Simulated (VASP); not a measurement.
Input of a VASP 6.6.1 run:

Contents of INCAR:

```
SYSTEM = Se
PREC = Accurate ; ENCUT = 520
EDIFF = 1E-6 ; ISMEAR = 0
SIGMA = 0.03 ; LREAL = .False.
LASPH = .True. ; NELM = 100
ALGO = Normal ; ISIF = 2
LWAVE = .False. ; LCHARG = .False.
GGA = PS ; IVDW = 12
NBANDS = 16
```

Contents of KPOINTS:

```
regular mesh
0
Gamma
  12 12 8
  0 0 0
```

Contents of POSCAR:

```
Se
1.0
    3.7143007628      0.0000000000      0.0000000000
   -1.8571503814      3.2166788179      0.0000000000
    0.0000000000      0.0000000000      5.3244501435
Se
3
Direct
    0.2610773134      0.0000000000      0.3333333333
    0.0000000000      0.2610773134      0.6666666667
    0.7389226866      0.7389226866      0.0000000000
```

Potentials or basis: VASP PAW PBE potentials, release 64 (Se).

Command:

```bash
$ cat potpaw_PBE.64/Se/POTCAR > POTCAR
$ mpirun -np 1 vasp_std > vasp.out
```

Task: Estimate the band gap on the k mesh.

Result: Zero (filled and empty bands touch).

Task: What does it give for the pressure?

Result: 2.7 GPa.

Task: What does it give for the largest force?

Result: 0.264 eV/Å.

Task: What does it give for the dispersion energy per atom?

Result: -0.355 eV.

Stress tensor (GPa, compression positive):
```
3.74 0.00 0.00
0.00 3.74 0.00
0.00 0.00 0.72
```

Caveat: the PAW data sets were made with another functional, which shifts forces and pressure a little.
